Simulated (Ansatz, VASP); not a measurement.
One calculation of TaN, two programs

```
Ta N
1.0
     0.00000    2.22258    2.17900
     2.22258    0.00000    2.17900
     2.22258    2.22258    0.00000
Ta N
1 1
Direct
  0.50000 0.50000 0.50000
  0.00000 0.00000 0.00000
```

Change from the starting cell: strain +0.0200 x Voigt [1, 1, 0, 0, 0, 0], atoms carried along.

Alike in both runs: task single point; functional PBE; k mesh 18 × 18 × 18; occupations gaussian, width 0.15 eV; no spin polarisation.

```csv
,VASP,Ansatz
version,VASP 6.6.1,Ansatz 0.2.0
potentials or method,"VASP PAW PBE potentials, release 64 (Ta_pv, N), cutoff 520 eV","scalar-relativistic, plane waves, PAW"
valence electrons in the cell,16,18
```

```tsv
	VASP	Ansatz	Ansatz less VASP
gap on the k mesh at the Fermi level (eV)	none	none	-
pressure (GPa)	1.4	0.6	-0.78
traceless stress, the component that is largest in VASP (GPa)	7.78	7.72	-0.063
```

A gap of «none» marks a metal or a gap that the smearing closes. With one functional, cell and mesh, what is left measures potentials, basis and numerics. VASP's potentials hold 16 valence electrons a cell and Ansatz's 18, so a difference there can come from the potentials and not from the codes.

Spin-orbit coupling is off throughout.
